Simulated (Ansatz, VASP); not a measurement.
In in VASP and in Ansatz

Contents of INCAR:

```
SYSTEM = In
PREC = Accurate
ENCUT = 520
EDIFF = 1E-6
ISMEAR = 0
SIGMA = 0.15
LREAL = .False.
LASPH = .True.
NELM = 80
ALGO = Fast
ISIF = 2
LWAVE = .False.
LCHARG = .True.
GGA = PE
LELF = .True.
LVHAR = .True.
NBANDS = 12
```

KPOINTS

```
regular mesh
0
Gamma
  20 20 20
  0 0 0
```

The input POSCAR:

```
In
1.0
   -1.6017577500      1.6261500000      2.4739500000
    1.6017577500     -1.6261500000      2.4739500000
    1.6017577500      1.6261500000     -2.4739500000
In
1
Direct
    0.0000000000      0.0000000000      0.0000000000
```

Input for Ansatz:

```yaml
crystal:
  lattice:
    - [-1.60175775, 1.62615, 2.47395]
    - [1.60175775, -1.62615, 2.47395]
    - [1.60175775, 1.62615, -2.47395]
  atoms:
    - { symbol: In, position: [0.0, 0.0, 0.0] }
basis:
  ecutwfc: 420
kpoints:
  mp_grid: { grid: [20, 20, 20] }
hamiltonian:
  xc: pbe
scf:
  occupations: { method: gaussian, width: 0.15 }
output:
  forces: true
  stress: true
  eigenvalues: true
```

Change from the starting cell: strain -0.0150 x Voigt [1, 0, 0, 0, 0, 0], atoms carried along.

Alike in both runs: task single point; functional PBE; k mesh 20 × 20 × 20; occupations gaussian, width 0.15 eV; no spin polarisation.

|  | VASP | Ansatz |
| --- | --- | --- |
| version | VASP 6.6.1 | Ansatz 0.2.0 |
| potentials or method | VASP PAW PBE potentials, release 64 (In_d), cutoff 520 eV | scalar-relativistic, plane waves, PAW |
| valence electrons in the cell | 13 | 13 |

|  | VASP | Ansatz | Ansatz less VASP |
| --- | --- | --- | --- |
| gap on the k mesh at the Fermi level (eV) | none | none | - |
| pressure (GPa) | 2.7 | 2.7 | +0.03 |
| traceless stress, the component that is largest in VASP (GPa) | 0.23 | 0.23 | -0.004 |

A gap of «none» marks a metal or a gap that the smearing closes.
